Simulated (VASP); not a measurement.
Set up this calculation in VASP 6.6.1, as the native input.

```
Task                   : relaxation of cell and atoms
Functional             : PBEsol
Potentials or basis    : VASP PAW PBE potentials, release 64 (Sr_sv)
Cutoff                 : 600 eV
k mesh                 : 14 × 14 × 14
Occupations            : gaussian, width 0.1 eV
Spin                   : no spin polarisation
Dipole correction      : no
Further INCAR settings : ALGO = Normal; EDIFF = 1e-06; IBRION = 2; EDIFFG = -0.01; NSW = 100; ISIF = 3
```

The structure of Sr lies in POSCAR:

```
Sr
1.0
    3.7500147209      0.0000000000      0.0000000000
    0.0000000000      3.7500147209      0.0000000000
    0.0000000000      0.0000000000      3.7500147209
Sr
1
Direct
    0.0000000000      0.0000000000      0.0000000000
```

This isn't the form of Sr at room conditions, which is fcc.

The input as run:

INCAR

```
  PREC = Accurate
  ENCUT = 600
  EDIFF = 1E-6
  ISMEAR = 0
  SIGMA = 0.1
  LREAL = False
  LASPH = True
  NELM = 80
  ALGO = Normal
  ISIF = 3
  LWAVE = False
  LCHARG = False
  GGA = PS
  IBRION = 2
  NSW = 100
  EDIFFG = -0.01
```

KPOINTS

```
Automatic mesh
0
Gamma
  14 14 14
```

Potentials or basis: VASP PAW PBE potentials, release 64 (Sr_sv).

The run is started by

```bash
$ cat potpaw_PBE.64/Sr_sv/POTCAR > POTCAR
$ mpirun -np 1 vasp_std > vasp.out
```

It gave:

```yaml
Pressure_after_relaxing: 0.0 GPa
Band_gap_on_the_k_mesh: zero (bands 5 and 6 overlap by 0.74 eV)
```

Caveat: the PAW data sets were made with another functional, which shifts forces and pressure a little.

Wall time 20 s on 1 thread of Intel(R) Xeon(R) 6975P-C (Granite Rapids), on a shared host, peak memory 0.22 GiB.
